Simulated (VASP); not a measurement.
Wanted: the native input for a VASP 6.6.1 run.

```
Task                   : single point
Functional             : LDA
Potentials or basis    : VASP PAW LDA potentials, release 64 (Sn_d, Se)
Cutoff                 : 520 eV
k mesh                 : 8 × 8 × 8
Occupations            : gaussian, width 0.05 eV
Spin                   : no spin polarisation
Dipole correction      : no
Further INCAR settings : ALGO = Normal; EDIFF = 1e-06; NBANDS = 17
```

The structure of SnSe lies in POSCAR:

```
SnSe
1.0
    0.0000000000      3.0100000000      3.0100000000
    3.0100000000      0.0000000000      3.0100000000
    3.0100000000      3.0100000000      0.0000000000
Sn Se
1 1
Direct
    0.0000000000      0.0000000000      0.0000000000
    0.4563953488      0.4563953488      0.5436046512
```

This cell differs from its parent crystal: all Se atoms moved +0.263 Å, as atom 2 towards its neighbour atom 1 (Sn) at 3.010 Å.

One way to write it, as run:

INCAR

```
PREC = Accurate
ENCUT = 520
EDIFF = 1E-6
ISMEAR = 0
SIGMA = 0.05
LREAL = F
LASPH = T
NELM = 100
ALGO = Normal
ISIF = 2
LWAVE = F
LCHARG = T
LELF = T
LVHAR = T
NBANDS = 17
```

KPOINTS

```
Automatic mesh
0
Gamma
  8 8 8
```

Potentials or basis: VASP PAW LDA potentials, release 64 (Sn_d, Se).

Run with:

```sh
$ cat potpaw_LDA.64/Sn_d/POTCAR potpaw_LDA.64/Se/POTCAR > POTCAR
$ mpirun -np 1 vasp_std > vasp.out
```

Results of the run:

```json
{
 "Pressure": "-2.2 GPa",
 "Largest force": "0.191 eV/Å",
 "Band gap on the k mesh": "0.88 eV, indirect (least direct gap 0.90 eV)"
}
```

Caveat: the cell differs from its parent crystal (all Se atoms moved +0.263 Å, as atom 2 towards its neighbour atom 1 (Sn) at 3.010 Å); spin-orbit coupling is left out, which moves the levels of the heavy elements.

Wall time 44 s on 1 thread of Intel Xeon 8259CL (shared host), peak memory 0.19 GiB.
